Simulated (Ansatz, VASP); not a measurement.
**Two plane-wave programs on AlGa3N4**

Contents of INCAR:

```
SYSTEM = AlGa3N4
PREC = Accurate
ENCUT = 520
EDIFF = 1E-6
ISMEAR = 0
SIGMA = 0.05
LREAL = .FALSE.
LASPH = .TRUE.
NELM = 80
ALGO = Normal
ISIF = 2
LWAVE = .FALSE.
LCHARG = .FALSE.
GGA = PS
NBANDS = 41
```

The input KPOINTS:

```
Automatic mesh
0
G
  6 8 6
  0 0 0
```

File POSCAR:

```
AlGa3N4
1.0
    5.2966217354      0.0000000000      0.0001178576
    0.0000000000      3.2599343446      0.0000000000
   -0.0036932605      0.0000000000      5.3141393136
Al Ga N
1 3 4
Direct
    0.0006034227      0.5000000000      0.6673576245
    0.4991167030      0.5000000000      0.3349195796
    0.4990273845      0.0000000000      0.8315570005
    0.9998617813      0.0000000000      0.1661805284
    0.1196687538      0.5000000000      0.3400974154
    0.1176459792      0.0000000000      0.8263760592
    0.6204436392      0.0000000000      0.1662162869
    0.6312323464      0.5000000000      0.6672965055
```

Input for Ansatz:

```yaml
crystal:
  lattice:
    - [5.2966217354, 0.0, 0.0001178576]
    - [0.0, 3.2599343446, 0.0]
    - [-0.0036932605, 0.0, 5.3141393136]
  atoms:
    - { symbol: Al, position: [0.0006034227, 0.5, 0.6673576245] }
    - { symbol: Ga, position: [0.499116703, 0.5, 0.3349195796] }
    - { symbol: Ga, position: [0.4990273845, 0.0, 0.8315570005] }
    - { symbol: Ga, position: [0.9998617813, 0.0, 0.1661805284] }
    - { symbol: "N", position: [0.1196687538, 0.5, 0.3400974154] }
    - { symbol: "N", position: [0.1176459792, 0.0, 0.8263760592] }
    - { symbol: "N", position: [0.6204436392, 0.0, 0.1662162869] }
    - { symbol: "N", position: [0.6312323464, 0.5, 0.6672965055] }
basis:
  ecutwfc: 420
kpoints:
  mp_grid: { grid: [6, 8, 6] }
hamiltonian:
  xc: pbesol
scf:
  occupations: { method: gaussian, width: 0.05 }
output:
  forces: true
  stress: true
  eigenvalues: true
```

Change from the starting cell: strain +0.030 along x and y, -0.030 along z, atoms carried along.

Alike in both runs: task single point; functional PBEsol; k mesh 6 × 8 × 6; occupations gaussian, width 0.05 eV; no spin polarisation.

```csv
,VASP,Ansatz
version,VASP 6.6.1,Ansatz 0.2.0
potentials or method,"VASP PAW PBE potentials, release 64 (Al, Ga_d, N), cutoff 520 eV","scalar-relativistic, plane waves, PAW"
valence electrons in the cell,62,62
```

|  | VASP | Ansatz | Ansatz less VASP |
| --- | --- | --- | --- |
| gap on the k mesh at the Fermi level (eV) | 1.97 | 1.95 | -0.014 |
| least direct gap on the mesh (eV) | 1.97 | 1.95 | -0.014 |
| pressure (GPa) | -4.6 | -4.5 | +0.15 |
| traceless stress, the component that is largest in VASP (GPa) | 12.73 | 12.72 | -0.010 |
| rms of the force components (eV/Å) | 0.355 | 0.358 | +0.0033 |

VASP's potentials were made for PBE, not for PBEsol. Atom by atom the forces differ by 0.007 eV/Å (rms over components). With one functional, cell and mesh, what is left measures potentials, basis and numerics.
